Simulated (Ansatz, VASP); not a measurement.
# BaZrO3: VASP beside Ansatz

```
CELL_PARAMETERS angstrom
4.34092 0.00000 0.00000
0.00000 4.34092 0.00000
0.00000 0.00000 4.34092
ATOMIC_POSITIONS crystal
Ba 0.00000 0.00000 0.00000
Zr 0.50000 0.50000 0.50000
O 0.00000 0.50000 0.50000
O 0.50000 0.00000 0.50000
O 0.50000 0.50000 0.00000
```

Alike in both runs: task single point; functional r2SCAN; k mesh 6 × 6 × 6; occupations gaussian, width 0.02 eV; no spin polarisation.

|  | VASP | Ansatz |
| --- | --- | --- |
| version | VASP 6.6.1 | Ansatz 0.2.0 |
| potentials or method | VASP PAW PBE potentials, release 64 (Ba_sv, Zr_sv, O), cutoff 520 eV | scalar-relativistic, plane waves, PAW |
| valence electrons in the cell | 40 | 40 |

Ansatz gave:

| Item | Value |
| --- | --- |
| gap on the k mesh at the Fermi level (eV) | 3.47 |
| least direct gap on the mesh (eV) | 3.78 |
| pressure (GPa) | -12.6 |

Problem. Estimate VASP's values.

Solution. gap on the k mesh at the Fermi level (eV): 3.43; least direct gap on the mesh (eV): 3.76; pressure (GPa): -12.0.

VASP's potentials were made for PBE, not for r2SCAN.

Neither program's run includes spin-orbit coupling.
